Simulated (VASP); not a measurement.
# SiO2 (P4_2/mnm) in VASP: further runs, part 2 of 2

VASP 6.6.1. Earlier steps stand in the parts before.

### 4 Single point, PBE (8.36 Å³/atom)

This run uses another cell than the first one, of 8.36 Å³/atom.

Input file INCAR:

```
SYSTEM = SiO2
PREC = Accurate
ENCUT = 520
EDIFF = 1E-6
ISMEAR = 0
SIGMA = 0.05
LREAL = .False.
LASPH = .True.
NELM = 80
ALGO = Normal
ISIF = 2
LWAVE = .False.
LCHARG = .False.
GGA = PE
NBANDS = 25
```

Input file KPOINTS:

```
Automatic mesh
0
Gamma
  6 6 10
  0 0 0
```

Input file POSCAR:

```
SiO2
1.0
    4.3787864112      0.0000000000      0.0000000000
    0.0000000000      4.3787864112      0.0000000000
    0.0000000000      0.0000000000      2.6176385166
Si O
2 4
Direct
    0.5000000000      0.5000000000      0.5000000000
    0.0000000000      0.0000000000      0.0000000000
    0.6930127928      0.6930127928      0.0000000000
    0.1930127928      0.8069872072      0.5000000000
    0.3069872072      0.3069872072      0.0000000000
    0.8069872072      0.1930127928      0.5000000000
```

Potentials or basis: VASP PAW PBE potentials, release 64 (Si, O).

Started as:

```bash
cat potpaw_PBE.64/Si/POTCAR potpaw_PBE.64/O/POTCAR > POTCAR
mpirun -np 1 vasp_std > vasp.out
```

OUTCAR:

```text
SYSTEM = SiO2
   PREC = Accurate
   ENCUT = 520
   EDIFF = 1E-6
   ISMEAR = 0
   LREAL = .False.
   LASPH = .True.
   NELM = 80
   ISIF = 2
   GGA = PE

 ion  position               nearest neighbor table
   1  0.500  0.500  0.500-   3 1.77   5 1.77   3 1.77   5 1.77   4 1.90   6 1.90
   2  0.000  0.000  0.000-   4 1.77   6 1.77   4 1.77   6 1.77   5 1.90   3 1.90
   3  0.693  0.693  0.000-   1 1.77   1 1.77   2 1.90
   4  0.193  0.807  0.500-   2 1.77   2 1.77   1 1.90
   5  0.307  0.307  0.000-   1 1.77   1 1.77   2 1.90
   6  0.807  0.193  0.500-   2 1.77   2 1.77   1 1.90

[... 881 lines left out ...]
  -------------------------------------------------------------------------------------
  Total       -4.7585188     -4.7585188      2.8729558     -0.0000000      0.0000000      0.0000000
  in kB     -151.9025879   -151.9025879     91.7111896     -0.0000000      0.0000000      0.0000000
  external PRESSURE =     -70.6979954 kB  Pullay stress =       0.0000000 kB

 VOLUME and BASIS-vectors are now :
 -----------------------------------------------------------------------------
  energy-cutoff  :      520.00
  volume of cell :       50.19
      direct lattice vectors                 reciprocal lattice vectors
     4.378786411  0.000000000  0.000000000     0.228373779  0.000000000  0.000000000
     0.000000000  4.378786411  0.000000000     0.000000000  0.228373779  0.000000000
     0.000000000  0.000000000  2.617638517     0.000000000  0.000000000  0.382023719

 POSITION                                       TOTAL-FORCE (eV/Angst)
 -----------------------------------------------------------------------------------
      2.18939      2.18939      1.30882         0.000000     -0.000000      0.000000
      0.00000      0.00000      0.00000         0.000000     -0.000000      0.000000
      3.03455      3.03455      0.00000        -0.533327     -0.533327      0.000000
      0.84516      3.53362      1.30882        -0.533327      0.533327     -0.000000
      1.34423      1.34423      0.00000         0.533327      0.533327     -0.000000
      3.53362      0.84516      1.30882         0.533327     -0.533327      0.000000
 -----------------------------------------------------------------------------------
    total drift:                                0.000000      0.000000     -0.000000

  FREE ENERGIE OF THE ION-ELECTRON SYSTEM (eV)
  ---------------------------------------------------
  free  energy   TOTEN  =       -46.1203050823 eV

  energy  without entropy=      -46.1203050823  energy(sigma->0) =      -46.12030508
```

It took 31 s on 1 thread of AMD EPYC 9R45 (Zen 5), shared host; peak memory 0.16 GiB.

Results:

```
Free energy            : -46.1203 eV
Pressure               : -7.1 GPa
Largest force          : 0.754 eV/Å
Band gap on the k mesh : 4.56 eV
```

Forces on the atoms (eV/Å):
```
Si   0.000  0.000  0.000
Si   0.000  0.000  0.000
O   -0.533 -0.533  0.000
O   -0.533  0.533  0.000
O    0.533  0.533  0.000
O    0.533 -0.533  0.000
```

Stress tensor (GPa, compression positive):
```
-15.19   0.00   0.00
  0.00 -15.19   0.00
  0.00   0.00   9.17
```

Levels at points of the mesh, in eV from the valence-band top:
| k point | band 14 | band 15 | band 16 | band 17 | band 18 | band 19 |
| --- | --- | --- | --- | --- | --- | --- |
| (0.00, 0.00, 0.00) | -0.87 | -0.87 | 0.00 | 4.56 | 7.43 | 8.71 |
| (0.50, 0.00, 0.00) | -2.21 | -1.06 | -1.06 | 7.13 | 7.13 | 9.48 |
| (0.50, 0.50, 0.00) | -2.30 | -2.18 | -2.18 | 7.05 | 7.05 | 10.14 |
| (0.00, 0.00, 0.50) | -2.48 | -2.39 | -2.39 | 8.04 | 8.04 | 11.28 |
| (0.50, 0.00, 0.50) | -2.16 | -1.53 | -1.53 | 7.91 | 7.91 | 8.59 |
| (0.50, 0.50, 0.50) | -1.73 | -1.35 | -1.35 | 6.22 | 6.22 | 10.18 |

Caveat: the stress differs along the axes, from -15 to 9 GPa.

### 5 Single point, PBE (8.37 Å³/atom)

This run uses another cell than the first one, of 8.37 Å³/atom.

INCAR: that of step 4 with these lines changed.

```diff
@@ -8,3 +8,3 @@
 LASPH = .True.
-NELM = 80
+NELM = 100
 ALGO = Normal
```

KPOINTS is that of step 4.

POSCAR: that of step 4 with these lines changed.

```diff
@@ -2,5 +2,5 @@
 1.0
-    4.3787864112      0.0000000000      0.0000000000
-    0.0000000000      4.3787864112      0.0000000000
-    0.0000000000      0.0000000000      2.6176385166
+    4.2915577493      0.0000000000      0.0000000000
+    0.0000000000      4.2915577493      0.0000000000
+    0.0000000000      0.0000000000      2.7251303073
 Si O
```

Started as:

```bash
cat potpaw_PBE.64/Si/POTCAR potpaw_PBE.64/O/POTCAR > POTCAR
mpirun -np 1 vasp_std > vasp.out
```

Run time: 25 s. Hardware: 1 thread of AMD EPYC 9R45 (Zen 5), shared host; peak memory 0.15 GiB.

The run converged. Its results:

| Property | Result |
| --- | --- |
| Free energy | -46.2565 eV |
| Pressure | -10.6 GPa |
| Largest force | 0.242 eV/Å |
| Band gap on the k mesh | 4.37 eV |

Forces on the atoms (eV/Å):
```
Si   0.000  0.000  0.000
Si   0.000  0.000  0.000
O   -0.171 -0.171  0.000
O   -0.171  0.171  0.000
O    0.171  0.171  0.000
O    0.171 -0.171  0.000
```

Stress tensor (GPa, compression positive):
```
 -9.88   0.00   0.00
  0.00  -9.88   0.00
  0.00   0.00 -11.91
```

Levels at points of the mesh, in eV from the valence-band top:
| k point | band 12 | band 13 | band 14 | band 15 | band 16 | band 17 | band 18 | band 19 | band 20 | band 21 |
| --- | --- | --- | --- | --- | --- | --- | --- | --- | --- | --- |
| (0.00, 0.00, 0.00) | -2.92 | -2.47 | -0.83 | -0.83 | 0.00 | 4.37 | 6.43 | 7.96 | 7.96 | 10.95 |
| (0.50, 0.00, 0.00) | -3.53 | -2.54 | -2.54 | -1.00 | -1.00 | 6.77 | 6.77 | 8.59 | 8.59 | 10.49 |
| (0.50, 0.50, 0.00) | -3.02 | -2.45 | -2.45 | -2.05 | -2.05 | 6.54 | 6.54 | 9.42 | 9.42 | 12.20 |
| (0.00, 0.00, 0.50) | -4.33 | -2.70 | -2.70 | -2.43 | -2.43 | 8.11 | 8.11 | 11.73 | 11.73 | 11.95 |
| (0.50, 0.00, 0.50) | -3.64 | -2.12 | -2.12 | -1.58 | -1.58 | 7.98 | 7.98 | 9.01 | 9.01 | 11.98 |
| (0.50, 0.50, 0.50) | -4.22 | -1.66 | -1.66 | -1.39 | -1.39 | 6.34 | 6.34 | 10.37 | 10.37 | 11.39 |

Caveat: the cell stands under tension. A k mesh can miss the band edges.

### 6 Summary

```csv
cell,gap on the mesh (eV),pressure (GPa),largest force (eV/Å)
"a = 4.236, b = 4.236, c = 2.690 Å, 6 atoms",5.03,0.3,0.02
"a = 4.122, b = 4.122, c = 2.953 Å, 6 atoms",3.87,-13.1,0.69
"a = 4.379, b = 4.379, c = 2.618 Å, 6 atoms",4.56,-7.1,0.75
"a = 4.292, b = 4.292, c = 2.725 Å, 6 atoms",4.37,-10.6,0.24
```

Alike in all rows: task single point; level PBE; potentials or basis VASP PAW PBE potentials, release 64 (Si, O); no spin polarisation; k mesh 6 × 6 × 10; cutoff (eV) 520; smearing gaussian 0.05 eV.

Caveats: the stress differs along the axes, from -42 to 1 GPa (at least some runs); the stress differs along the axes, from -15 to 9 GPa (at least some runs); the cell stands under tension (at least some runs).

Total energies depend on the potentials used, so only differences within one code and one set of settings carry meaning.
